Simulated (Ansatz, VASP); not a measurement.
Re: VASP beside Ansatz

```
CELL_PARAMETERS angstrom
2.69700 0.00000 0.00000
-1.34850 2.33567 0.00000
0.00000 0.00000 4.73172
ATOMIC_POSITIONS crystal
Re 0.66667 0.33333 0.75000
Re 0.33333 0.66667 0.25000
```

Alike in both runs: task single point; functional PBE; k mesh 9 × 9 × 4; occupations gaussian, width 0.1 eV; no spin polarisation.

```csv
,VASP,Ansatz
version,VASP 6.6.1,Ansatz 0.2.0
potentials or method,"VASP PAW PBE potentials, release 64 (Re), cutoff 600 eV","scalar-relativistic, plane waves, PAW"
valence electrons in the cell,14,30
```

|  | VASP | Ansatz | Ansatz less VASP |
| --- | --- | --- | --- |
| gap on the k mesh at the Fermi level (eV) | none | none | - |
| pressure (GPa) | 3.2 | 3.6 | +0.39 |
| traceless stress, the component that is largest in VASP (GPa) | -24.46 | -24.72 | -0.262 |

A gap of «none» marks a metal or a gap that the smearing closes. The functional is the same, so the differences come from potentials, cutoffs and numerics. VASP's potentials hold 14 valence electrons a cell and Ansatz's 30, so a difference there can come from the potentials and not from the codes.

Neither program's run includes spin-orbit coupling.
